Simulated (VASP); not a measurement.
# WSe2 (P4_2/mnm) in VASP: settings compared, part 2 of 2

VASP 6.6.1. Earlier steps stand in the parts before.

## 3. Single point, r2SCAN+rVV10

This run uses another cell than the first one, of 21.14 Å³/atom.

POSCAR reads:

```
WSe2
1.0
    6.1388005090      0.0000000000      0.0000000000
    0.0000000000      6.1388005090      0.0000000000
    0.0000000000      0.0000000000      3.3660062684
W Se
2 4
Direct
    0.0000000000      0.0000000000      0.0000000000
    0.5000000000      0.5000000000      0.5000000000
    0.2858941100      0.2858941100      0.0000000000
    0.2141058900      0.7858941100      0.5000000000
    0.7858941100      0.2141058900      0.5000000000
    0.7141058900      0.7141058900      0.0000000000
```

INCAR.step1 reads:

```
SYSTEM = WSe2
ALGO     = Normal         ! electronic algorithm
EDIFF    = 1E-4           ! SCF threshold, eV
ENCUT    = 520            ! plane-wave cutoff, eV
GGA      = PE             ! functional
ISMEAR   = -1             ! smearing method
LASPH    = .TRUE.         ! aspherical terms in the spheres
LCHARG   = .FALSE.        ! write CHGCAR
LREAL    = .FALSE.        ! projectors in reciprocal space
LWAVE    = .TRUE.         ! write WAVECAR
NBANDS   = 35             ! bands
NELM     = 60             ! most SCF steps
PREC     = Accurate       ! precision mode
SIGMA    = 0.03           ! smearing width, eV
```

INCAR.step2 reads:

```
SYSTEM = WSe2
ALGO     = Normal         ! electronic algorithm
BPARAM   = 11.95        
CPARAM   = 0.0093       
EDIFF    = 1E-6           ! SCF threshold, eV
ENCUT    = 520            ! plane-wave cutoff, eV
ISIF     = 2              ! what is computed and relaxed
ISMEAR   = -1             ! smearing method
ISTART   = 1            
IVDW_NL  = 2            
LASPH    = .TRUE.         ! aspherical terms in the spheres
LCHARG   = .FALSE.        ! write CHGCAR
LMIXTAU  = .TRUE.       
LREAL    = .FALSE.        ! projectors in reciprocal space
LUSE_VDW = .TRUE.       
LWAVE    = .FALSE.        ! write WAVECAR
METAGGA  = R2SCAN         ! meta-GGA
NBANDS   = 35             ! bands
NELM     = 60             ! most SCF steps
PREC     = Accurate       ! precision mode
SIGMA    = 0.03           ! smearing width, eV
```

KPOINTS reads:

```
k-points
0
G
  4 4 8
  0 0 0
```

Potentials or basis: VASP PAW PBE potentials, release 64 (W_sv, Se).

The run is started by

```sh
> cat potpaw_PBE.64/W_sv/POTCAR potpaw_PBE.64/Se/POTCAR > POTCAR
> cp INCAR.step1 INCAR
> mpirun -np 1 vasp_std > vasp.out
> cp INCAR.step2 INCAR
> mpirun -np 1 vasp_std > vasp.out
```

It took 8.9 min on 1 thread of Intel Xeon Platinum 8259CL at 2.50GHz (Skylake/Cascade Lake), shared host; peak memory 0.56 GiB.

The run converged. Its results:

```yaml
Free_energy: -159.6379 eV
Pressure: 0.5 GPa
Largest_force: 0.012 eV/Å
Band_gap_on_the_k_mesh: zero (bands 26 and 27 overlap by 0.97 eV)
```

Forces in eV/Å, atoms in the order of the input:
```
W    0.000  0.000  0.000
W    0.000  0.000  0.000
Se  -0.009 -0.009  0.000
Se   0.009 -0.009  0.000
Se  -0.009  0.009  0.000
Se   0.009  0.009  0.000
```

Stress tensor (GPa, compression positive):
```
0.43 0.00 0.00
0.00 0.43 0.00
0.00 0.00 0.55
```

Levels at points of the mesh, in eV from the Fermi level:
```
           k point  band 24  band 25  band 26  band 27  band 28  band 29
(0.00, 0.00, 0.00)    -0.89    -0.89    -0.35    -0.35     0.01     0.46
(0.50, 0.00, 0.00)    -1.83    -0.90    -0.90     0.99     0.99     1.06
(0.50, 0.50, 0.00)    -2.17    -0.94    -0.94    -0.32    -0.32     2.14
(0.00, 0.00, 0.50)    -2.95     0.55     0.55     1.16     1.16     1.74
(0.50, 0.00, 0.50)    -1.81    -1.53    -1.53     1.60     1.60     1.65
(0.50, 0.50, 0.50)    -1.77    -0.04    -0.04     0.18     0.18     1.68
```

Caveat: the PAW data sets were made with another functional, which shifts forces and pressure a little; spin-orbit coupling is left out, which moves the levels of the heavy elements.

## 4. Relaxation of cell and atoms, PBEsol

This run uses another cell than the first one, of 37.53 Å³/atom.

INCAR reads:

```
SYSTEM = WSe2
PREC     = Accurate       ! precision mode
ENCUT    = 600            ! plane-wave cutoff, eV
EDIFF    = 1E-6           ! SCF threshold, eV
ISMEAR   = -1             ! smearing method
SIGMA    = 0.03           ! smearing width, eV
LREAL    = .FALSE.        ! projectors in reciprocal space
LASPH    = .TRUE.         ! aspherical terms in the spheres
NELM     = 60             ! most SCF steps
ALGO     = Normal         ! electronic algorithm
ISIF     = 3              ! what is computed and relaxed
LWAVE    = .FALSE.        ! write WAVECAR
LCHARG   = .FALSE.        ! write CHGCAR
GGA      = PS             ! functional
IBRION   = 2              ! ionic algorithm
NSW      = 100            ! ionic steps
EDIFFG   = -0.01          ! ionic threshold
```

KPOINTS reads:

```
Automatic mesh
0
G
  4 4 4
  0 0 0
```

POSCAR reads:

```
WSe2
1.0
    6.9879099900      0.0000000000      0.0000000000
    0.0000000000      6.9879099900      0.0000000000
    0.0000000000      0.0000000000      4.6120205934
W Se
2 4
Direct
    0.0000000000      0.0000000000      0.0000000000
    0.5000000000      0.5000000000      0.5000000000
    0.3050000000      0.3050000000      0.0000000000
    0.1950000000      0.8050000000      0.5000000000
    0.8050000000      0.1950000000      0.5000000000
    0.6950000000      0.6950000000      0.0000000000
```

The run is started by

```sh
> cat potpaw_PBE.64/W_sv/POTCAR potpaw_PBE.64/Se/POTCAR > POTCAR
> mpirun -np 1 vasp_std > vasp.out
```

Run time: 24 min. Hardware: 1 thread of Intel Xeon Platinum 8259CL at 2.50GHz (Skylake/Cascade Lake), shared host; peak memory 0.46 GiB.

The run converged. Its results:

```
Free energy                           : -43.6000 eV
Relaxed volume                        : 20.97 Å³/atom
Relaxed cell                          : a = 6.131 Å, b = 6.131 Å, c = 3.347 Å, α = 90.00°, β = 90.00°, γ = 90.00°
Space group after relaxing (to 0.1 Å) : P4_2/mnm (No. 136)
Energy gained by relaxing             : 1721.7 meV/atom
Ionic steps                           : 17
Pressure after relaxing               : 0.0 GPa
Band gap on the k mesh                : zero (bands 26 and 27 overlap by 0.86 eV)
```

Stress tensor (GPa, compression positive):
```
 0.03  0.00  0.00
 0.00  0.03  0.00
 0.00  0.00 -0.06
```

Step by step:
| step | energy change (eV) | largest force (eV/Å) | pressure (GPa) | volume (Å³) |
| --- | --- | --- | --- | --- |
| 1 | 0.0000 | 0.7922 | -18.91 | 225.21 |
| 2 | -7.1557 | 4.7730 | 38.28 | 109.14 |
| 3 | -9.6357 | 1.1948 | -2.18 | 134.60 |
| 4 | -9.6487 | 1.3329 | -0.79 | 133.07 |
| 5 | -9.6471 | 1.4796 | 0.69 | 131.54 |
| 6 | -9.9511 | 0.8159 | 0.77 | 128.77 |
| 7 | -10.0477 | 0.5531 | 2.79 | 124.88 |
| 8 | -10.0741 | 0.0862 | 1.67 | 126.36 |
| 9 | -10.2584 | 0.1079 | -2.62 | 129.34 |
| 10 | -10.2655 | 0.1409 | -3.40 | 129.90 |
| 11 | -10.3005 | 0.2094 | 1.01 | 124.66 |
| 12 | -10.3258 | 0.0767 | -0.83 | 126.64 |
| 13 | -10.3288 | 0.0142 | 0.49 | 125.43 |
| 14 | -10.3299 | 0.0363 | 0.04 | 125.83 |
| 15 | -10.3300 | 0.0074 | -0.04 | 125.89 |
| 16 | -10.3300 | 0.0053 | -0.05 | 125.89 |
| 17 | -10.3300 | 0.0014 | 0.00 | 125.82 |

Final structure:
```
W Se
1.0
     6.13121    0.00000    0.00000
     0.00000    6.13121    0.00000
     0.00000    0.00000    3.34693
W Se
2 4
Direct
  0.00000 0.00000 0.00000
  0.50000 0.50000 0.50000
  0.28578 0.28578 0.00000
  0.21422 0.78578 0.50000
  0.78578 0.21422 0.50000
  0.71422 0.71422 0.00000
```

Levels at points of the mesh, in eV from the Fermi level:
| k point | band 23 | band 24 | band 25 | band 26 | band 27 | band 28 | band 29 | band 30 |
| --- | --- | --- | --- | --- | --- | --- | --- | --- |
| (0.00, 0.00, 0.00) | -1.39 | -0.71 | -0.71 | -0.21 | -0.21 | 0.20 | 0.58 | 1.73 |
| (0.50, 0.00, 0.00) | -1.59 | -1.59 | -0.79 | -0.79 | 1.02 | 1.02 | 1.11 | 1.11 |
| (0.50, 0.50, 0.00) | -2.11 | -2.11 | -0.71 | -0.71 | -0.19 | -0.19 | 2.13 | 2.13 |
| (0.00, 0.00, 0.50) | -2.73 | -2.73 | 0.55 | 0.55 | 1.23 | 1.23 | 1.71 | 1.71 |
| (0.50, 0.00, 0.50) | -1.63 | -1.63 | -1.49 | -1.49 | 1.58 | 1.58 | 1.67 | 1.67 |
| (0.50, 0.50, 0.50) | -1.60 | -1.60 | 0.02 | 0.02 | 0.19 | 0.19 | 1.68 | 1.68 |

Caveat: the volume moved by over 15 % at a fixed basis, so the end points are rough; the PAW data sets were made with another functional, which shifts forces and pressure a little; spin-orbit coupling is left out, which moves the levels of the heavy elements.

## 5. The runs side by side

| task | level | cell | k mesh | cutoff (eV) | gap on the mesh (eV) | pressure (GPa) | largest force (eV/Å) |
| --- | --- | --- | --- | --- | --- | --- | --- |
| single point | PBEsol | a = 6.128, b = 6.128, c = 3.341 Å, 6 atoms, atomic positions A | 4 × 4 × 4 | 520 | none | 0.3 | 0.01 |
| single point | r2SCAN+rVV10 | a = 6.139, b = 6.139, c = 3.366 Å, 6 atoms, atomic positions A | 4 × 4 × 8 | 520 | none | 0.5 | 0.01 |
| relaxation of cell and atoms | PBEsol | relaxed from a = 6.988, b = 6.988, c = 4.612 Å, 6 atoms, atomic positions B | 4 × 4 × 4 | 600 | none | 0.0 | - |

Alike in all rows: potentials or basis VASP PAW PBE potentials, release 64 (W_sv, Se); no spin polarisation; smearing fermi-dirac 0.03 eV.

Caveats: some runs use coarse meshes; the PAW data sets were made with another functional, which shifts forces and pressure a little; spin-orbit coupling is left out, which moves the levels of the heavy elements; the volume moved by over 15 % at a fixed basis, so the end points are rough (at least some runs).

Total energies depend on the potentials used, so only differences within one code and one set of settings carry meaning.
